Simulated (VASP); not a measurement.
# Li in VASP: a series of runs

Li is run at these levels: PBE+D3(BJ); tasks: single point.

All numbers are computed with VASP 6.6.1; they aren't measurements. Logs are shortened: lines on timing, memory, paths and dates and some standing lists are left out, and cuts for length are marked.

## (1) The cell of the first run

The structure is trigonal, space group R-3m (No. 166). Conventional cell: a = 3.157 Å, b = 3.157 Å, c = 6.678 Å, α = 90.00°, β = 90.00°, γ = 120.00°. Li (site symmetry -3m) has 12 Li at 2.88 to 3.16 Å within 3.8 Å.

## (2) Single point, PBE+D3(BJ)

INCAR reads:

```
SYSTEM = Li
ALGO = Fast ; EDIFF = 1E-6
ENCUT = 520 ; GGA = PE
ISIF = 2 ; ISMEAR = 0
ISYM = 0 ; IVDW = 12
LASPH = .True. ; LCHARG = .False.
LREAL = .False. ; LWAVE = .False.
NBANDS = 8 ; NELM = 100
PREC = Accurate ; SIGMA = 0.1
```

KPOINTS reads:

```
k-points
0
Gamma
  12 12 15
  0 0 0
```

POSCAR reads:

```
Li
1.0
    3.1572031351      0.0000000000      0.0000000000
   -1.5786015675      2.7342181199      0.0000000000
   -1.5786015675      0.9114060400      2.2261389371
Li
1
Direct
    0.0000000000      0.0000000000      0.0000000000
```

Potentials or basis: VASP PAW PBE potentials, release 64 (Li_sv).

Run with:

```sh
> cat potpaw_PBE.64/Li_sv/POTCAR > POTCAR
> mpirun -np 1 vasp_std > vasp.out
```

OUTCAR:

```text
SYSTEM = Li
   EDIFF = 1E-6
   ENCUT = 520
   GGA = PE
   ISIF = 2
   ISMEAR = 0
   ISYM = 0
   IVDW = 12
   LASPH = .True.
   LREAL = .False.
   NELM = 100
   PREC = Accurate
 IVDW          = 12

 ion  position               nearest neighbor table
   1  0.000  0.000  0.000-

IMPORTANT INFORMATION: All symmetrisations will be switched off!
NOSYMM: (Re-)initialisation of all symmetry stuff for point group C_1.

----------------------------------------------------------------------------------------

                                     Primitive cell

  volume of cell :      19.2171

  direct lattice vectors                    reciprocal lattice vectors
     3.157203135  0.000000000  0.000000000     0.316736034  0.182867635  0.149736087
    -1.578601568  2.734218120  0.000000000     0.000000000  0.365735269 -0.149736087
    -1.578601568  0.911406040  2.226138937     0.000000000  0.000000000  0.449208261

  length of vectors
     3.157203135  3.157203135  2.877210185     0.395200181  0.395200181  0.449208261

  position of ions in fractional coordinates (direct lattice)
     0.000000000  0.000000000  0.000000000

  ion indices of the primitive-cell ions
   primitive index   ion index
                 1           1

----------------------------------------------------------------------------------------

 KPOINTS: k-points

Automatic generation of k-mesh.
 Grid dimensions read from file:
 generate k-points for:   12   12   15

 Generating k-lattice:

  Cartesian coordinates                     Fractional coordinates (reciprocal lattice)
     0.026394670  0.015238970  0.012478007     0.083333333 -0.000000000 -0.000000000
     0.000000000  0.030477939 -0.012478007     0.000000000  0.083333333 -0.000000000
     0.000000000  0.000000000  0.029947217     0.000000000  0.000000000  0.066666667

  Length of vectors
     0.032933348  0.032933348  0.029947217

  Shift w.r.t. Gamma in fractional coordinates (k-lattice)
     0.000000000  0.000000000  0.000000000

 -----------------------------------------------------------------------------
|                                                                             |
|           W    W    AA    RRRRR   N    N  II  N    N   GGGG   !!!           |
|           W    W   A  A   R    R  NN   N  II  NN   N  G    G  !!!           |
|           W    W  A    A  R    R  N N  N  II  N N  N  G       !!!           |
|           W WW W  AAAAAA  RRRRR   N  N N  II  N  N N  G  GGG   !            |
|           WW  WW  A    A  R   R   N   NN  II  N   NN  G    G                |
|           W    W  A    A  R    R  N    N  II  N    N   GGGG   !!!           |
|                                                                             |
|     Your reciprocal lattice and k-lattice belong to different lattice       |
|     classes:                                                                |
|                                                                             |
|        The reciprocal lattice is rhombohedral (trigonal),                   |
|        whereas your k-lattice is base-centered monoclinic.                  |
|                                                                             |
|     Results are often still useful ...                                      |
|                                                                             |
 -----------------------------------------------------------------------------

 WARNING: IBZKPT: internal override: KBLOWUP is changed to .FALSE.
      ... skipping the blow-up phase ...

 Subroutine IBZKPT returns following result:
 ===========================================

 Found   1082 irreducible k-points:

 Following reciprocal coordinates:
            Coordinates               Weight
  0.000000  0.000000  0.000000      1.000000
  0.083333  0.000000  0.000000      2.000000
  0.166667  0.000000  0.000000      2.000000
  0.250000  0.000000  0.000000      2.000000
  0.333333  0.000000  0.000000      2.000000
  0.416667  0.000000  0.000000      2.000000
[... 16 lines left out ...]
  0.250000  0.166667  0.000000      2.000000
  0.333333  0.166667  0.000000      2.000000
 [... further k-points ...]
   k-points           NKPTS =   1082   k-points in BZ     NKDIM =   1082   number of bands    NBANDS=      8
   number of dos      NEDOS =    301   number of ions     NIONS =      1
   total plane-waves  NPLWV =  13824
   dimension x,y,z NGX =    24 NGY =   24 NGZ =   24
   dimension x,y,z NGXF=    48 NGYF=   48 NGZF=   48
   ions per type =               1
   NGX,Y,Z   is equivalent  to a cutoff of  12.64, 12.64, 13.87 a.u.
   NGXF,Y,Z  is equivalent  to a cutoff of  25.27, 25.27, 27.73 a.u.
 SYSTEM =  Li
   PREC   = accura    normal or accurate (medium, high low for compatibility)
   ISTART =      0    job   : 0-new  1-cont  2-samecut
   ICHARG =      2    charge: 1-file 2-atom 10-const
   ISPIN  =      1    spin polarized calculation?
   LNONCOLLINEAR =      F non collinear calculations
   LSORBIT =      F    spin-orbit coupling
   LASPH  =      T    aspherical Exc in radial PAW
   ENCUT  =  520.0 eV  38.22 Ry    6.18 a.u.   5.87  5.87  5.35*2*pi/ulx,y,z
   NELM   =    100;   NELMIN=  2; NELMDL= -5     # of ELM steps
   EDIFF  = 0.1E-05   stopping-criterion for ELM
   LREAL  =      F    real-space projection
   EDIFFG = 0.1E-04   stopping-criterion for IOM
   NSW    =      0    number of steps for IOM
   IBRION =     -1    ionic relax: 0-MD 1-quasi-New 2-CG
   NFREE  =      0    steps in history (QN), initial steepest desc. (CG)
   ISIF   =      2    stress and relaxation
   ISYM   =      0    0-nonsym 1-usesym 2-fastsym
   POTIM  = 0.5000    time-step for ionic-motion
   TEBEG  =    0.0;   TEEND  =   0.0 temperature during run
   PSTRESS=    0.0 pullay stress
   NELECT =       3.0000    total number of electrons
   NUPDOWN=      -1.0000    fix difference up-down
   EMIN   =  10.00;   EMAX   =-10.00  energy-range for DOS
   EFERMI =   0.00;   METHOD = LEGACY
   ISMEAR =     0;   SIGMA  =   0.10  broadening in eV -4-tet -1-fermi 0-gaus
   EFERMI_NEDOS =   21; number of points for ismear=-14 and -15
   IALGO  =     68    algorithm
   IMIX   =      4    mixing-type and parameters
     AMIX     =   0.40;   BMIX     =  1.00
     AMIX_MAG =   1.60;   BMIX_MAG =  1.00
  volume/ion in A,a.u.               =      19.22       129.68
  Fermi-wavevector in a.u.,A,eV,Ry     =   0.881494  1.665782 10.572153  0.777031
  Thomas-Fermi vector in A             =   2.001997
   LORBIT       =      0    0 simple, 1 ext, 2 COOP (PROOUT), +10 PAW based schemes
   GGA     = PE    functional components
   LHFCALC =     F    Hartree Fock is set to
   AEXX    =    0.0000 exact exchange contribution
   IVDW    =    12    specifies the selected vdW correction
   LEPSILON=     F    determine dielectric tensor
   LRPA    =     F    only Hartree local field effects (RPA)
 non-spin polarized calculation
 RMM-DIIS sequential band-by-band and
 Gauss-broadening in eV      SIGMA  =   0.10
  energy-cutoff  :      520.00
  volume of cell :       19.22
 maximum number of plane-waves:       528
   NGX = 11   NGY = 11   NGZ = 11

 number of electron       3.0000004 magnetization

 Free energy of the ion-electron system (eV)
  ---------------------------------------------------
  ext. energy  EPLUGINS =         0.00000000
  ---------------------------------------------------
  free energy    TOTEN  =        -1.88973739 eV

  energy without entropy =       -1.88747565  energy(sigma->0) =       -1.88860652

 E-fermi :   0.8041     XC(G=0):  -7.1753

 val. band max:        0.7916511018   @ k =   0.4167   0.0833   0.1333
 cond. band min:       0.8091968656   @ k =   0.0000  -0.2500   0.2667
 fundamental gap:      0.0175457638
 Fermi energy:         0.8041300549

 k-point     1 :       0.0000    0.0000    0.0000
  band No.  band energies     occupation
      1     -45.7091      2.00000
      2      -2.8468      2.00000
      3      14.6681      0.00000
      4      14.6682      0.00000
      5      16.2756      0.00000
      6      18.1991      0.00000
      7      18.1994      0.00000
      8      21.7808      0.00000

 k-point     2 :       0.0833    0.0000    0.0000
  band No.  band energies     occupation
      1     -45.7077      2.00000
      2      -2.7278      2.00000
      3      13.3260      0.00000
      4      14.4959      0.00000
      5      15.6837      0.00000
      6      18.6179      0.00000
      7      19.8047      0.00000
      8      21.2420      0.00000

 k-point     3 :       0.1667    0.0000    0.0000
  band No.  band energies     occupation
      1     -45.7040      2.00000
      2      -2.3719      2.00000
      3      10.7921      0.00000
      4      14.1793      0.00000
      5      15.4364      0.00000
      6      19.5206      0.00000
      7      20.4300      0.00000
      8      21.6871      0.00000

 k-point     4 :       0.2500    0.0000    0.0000
  band No.  band energies     occupation
      1     -45.6989      2.00000
      2      -1.7835      2.00000
      3       8.3195      0.00000
      4      13.9513      0.00000
      5      15.1889      0.00000
      6      19.6582      0.00000
      7      20.5268      0.00000
      8      21.4683      0.00000

 k-point     5 :       0.3333    0.0000    0.0000
  band No.  band energies     occupation
      1     -45.6939      2.00000
      2      -0.9833      2.00000
      3       6.1259      0.00000
      4      13.8821      0.00000
      5      14.9396      0.00000
      6      18.6778      0.00000
      7      20.2683      0.00000
      8      20.8856      0.00000
[... 177 lines left out ...]
 k-point    22 :       0.1667    0.1667   -0.0000
  band No.  band energies     occupation
      1     -45.6979      2.00000
      2      -1.6180      2.00000
      3       8.9108      0.00000
      4      10.8938      0.00000
      5      15.5740      0.00000
      6      19.5569      0.00000
      7      19.7613      0.00000
      8      21.7201      0.00000

 k-point    23 :       0.2500    0.1667    0.0000
  band No.  band energies     occupation
      1     -45.6931      2.00000
      2      -0.8840      2.00000
      3       7.0470      0.00000
      4      10.3732      0.00000
      5      15.0472      0.00000
      6      18.6641      0.00000
      7      19.8345      0.00000
      8      22.4429      0.00000

 k-point    24 :       0.3333    0.1667    0.0000
  band No.  band energies     occupation
      1     -45.6888      2.00000
      2       0.0453      2.00000
      3       5.1895      0.00000
      4      10.3992      0.00000
      5      14.2977      0.00000
      6      17.9944      0.00000
      7      20.1762      0.00000
      8      23.3263      0.00000

 [... further k-points ...]

------------------------ aborting loop because EDIFF is reached ----------------------------------------

 Edisp (eV)   -0.17862

 E8    (eV) :    -0.0744

  FORCE on cell =-STRESS in cart. coord.  units (eV):
  Direction    XX          YY          ZZ          XY          YZ          ZX
  --------------------------------------------------------------------------------------
  -------------------------------------------------------------------------------------
  Total      -0.19873    -0.20479     0.11200    -0.00524     0.00353    -0.00611
  in kB     -16.56901   -17.07385     9.33766    -0.43725     0.29401    -0.50923
  external pressure =       -8.10 kB  Pullay stress =        0.00 kB

 VOLUME and BASIS-vectors are now :
 -----------------------------------------------------------------------------
  energy-cutoff  :      520.00
  volume of cell :       19.22
      direct lattice vectors                 reciprocal lattice vectors
     3.157203135  0.000000000  0.000000000     0.316736034  0.182867635  0.149736087
    -1.578601568  2.734218120  0.000000000     0.000000000  0.365735269 -0.149736087
    -1.578601568  0.911406040  2.226138937     0.000000000  0.000000000  0.449208261

 POSITION                                       TOTAL-FORCE (eV/Angst)
 -----------------------------------------------------------------------------------
      0.00000      0.00000      0.00000        -0.000001      0.000001      0.000000
 -----------------------------------------------------------------------------------
    total drift:                               -0.000001      0.000001      0.000000

  FREE ENERGIE OF THE ION-ELECTRON SYSTEM (eV)
  ---------------------------------------------------
  free  energy   TOTEN  =        -2.0683601897 eV

  energy  without entropy=       -2.0660984435  energy(sigma->0) =       -2.06722932
```

Wall time 2.3 min (1 thread of AMD EPYC 7R43 (Zen 3), shared host); peak memory 0.21 GiB.

What came out:

| Property | Result |
| --- | --- |
| Free energy | -2.0684 eV |
| Band gap on the k mesh | zero (an odd number of electrons rules out a gap without spin polarisation) |
| Dispersion energy per atom | -0.179 eV |

Levels at points of the mesh, in eV from the Fermi level:
```tsv
k point	band 1	band 2	band 3	band 4
(0.00, 0.00, 0.00)	-46.51	-3.65	13.86	13.86
(0.50, 0.00, 0.00)	-46.49	-0.33	2.73	13.17
(0.00, 0.50, 0.00)	-46.49	-0.33	2.73	13.17
(0.50, 0.50, 0.00)	-46.48	1.59	4.95	7.34
```

Caveat: the cutoff is under 1.25 times the usual one of these potentials, so pressure, stress and relaxed cells hold a basis-set (Pulay) error.

## (3) Single point, PBE+D3(BJ)

This run uses another cell than the first one, of 20.00 Å³/atom.

INCAR reads:

```
SYSTEM = Li
PREC = Accurate ; ENCUT = 520
EDIFF = 1E-7 ; ISMEAR = 0
SIGMA = 0.1 ; LREAL = .FALSE.
LASPH = .TRUE. ; NELM = 60
ALGO = Fast ; ISIF = 2
LWAVE = .FALSE. ; LCHARG = .TRUE.
GGA = PE ; IVDW = 12
LELF = .TRUE. ; LVHAR = .TRUE.
ISYM = 0 ; NBANDS = 8
```

KPOINTS reads:

```
Automatic mesh
0
G
  12 12 15
  0 0 0
```

POSCAR reads:

```
Li
1.0
    3.1571987648      0.0000025232     -0.0052531948
   -1.5785971972      2.7342155967      0.0052531947
   -1.5823026733      0.9135428744      2.3200849641
Li
1
Direct
    0.0000000000      0.0000000000      0.0000000000
```

Potentials or basis: VASP PAW PBE potentials, release 64 (Li_sv).

Run with:

```sh
> cat potpaw_PBE.64/Li_sv/POTCAR > POTCAR
> mpirun -np 1 vasp_std > vasp.out
```

Wall time 2.9 min (1 thread of AMD EPYC 7R43 (Zen 3), shared host); peak memory 0.21 GiB.

The run converged. Its results:

```
Free energy                : -2.0710 eV
Band gap on the k mesh     : zero (an odd number of electrons rules out a gap without spin polarisation)
Dispersion energy per atom : -0.171 eV
```

Levels at points of the mesh, in eV from the Fermi level:
| k point | band 1 | band 2 | band 3 | band 4 | band 5 | band 6 |
| --- | --- | --- | --- | --- | --- | --- |
| (0.00, 0.00, 0.00) | -46.53 | -3.58 | 13.73 | 13.78 | 15.19 | 17.31 |
| (0.50, 0.00, 0.00) | -46.51 | -0.21 | 2.72 | 12.78 | 13.38 | 16.37 |
| (0.00, 0.50, 0.00) | -46.51 | -0.21 | 2.72 | 12.78 | 13.38 | 16.37 |
| (0.50, 0.50, 0.00) | -46.50 | 1.58 | 4.82 | 7.53 | 9.58 | 10.56 |

Caveat: the cutoff is under 1.25 times the usual one of these potentials, so pressure, stress and relaxed cells hold a basis-set (Pulay) error.
